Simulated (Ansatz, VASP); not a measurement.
# CO2 in VASP and in Ansatz

```
C O
1.0
     5.62000    0.00000    0.00000
     0.00000    5.62000    0.00000
     0.00000    0.00000    5.62000
C O
4 8
Cartesian
  0.0000 0.0000 0.0000
  2.8100 0.0000 2.8100
  2.8100 2.8100 0.0000
  0.0000 2.8100 2.8100
  0.6745 0.6745 0.6745
  2.1355 4.9455 3.4845
  3.4845 2.1355 4.9455
  4.9455 3.4845 2.1355
  4.9455 4.9455 4.9455
  3.4845 0.6745 2.1355
  2.1355 3.4845 0.6745
  0.6745 2.1355 3.4845
```

Alike in both runs: functional PBE; k mesh 4 × 4 × 4; occupations fermi-dirac, width 0.02 eV; no spin polarisation.

Ansatz relaxed the structure, and its values are those at the end. VASP's run is a single point on that final structure, the one shown.

|  | VASP | Ansatz |
| --- | --- | --- |
| version | VASP 6.6.1 | Ansatz 0.2.0 |
| potentials or method | VASP PAW PBE potentials, release 64 (C, O) | plane-wave PAW, scalar-relativistic |
| plane-wave cutoff (eV) | 520 | 420 |
| valence electrons in the cell | 64 | 64 |

```tsv
	VASP	Ansatz	Ansatz less VASP
gap on the k mesh at the Fermi level (eV)	6.77	6.79	+0.020
pressure (GPa)	2.9	1.4	-1.50
rms of the force components (eV/Å)	0.307	0.009	-0.2984
```

One of these differences is far larger than is usual between the two programs; its cause wasn't traced. Ansatz's warnings: stress scf threshold loose.

Noted on VASP's run: the standard files for N, O and F lose accuracy on very short bonds.
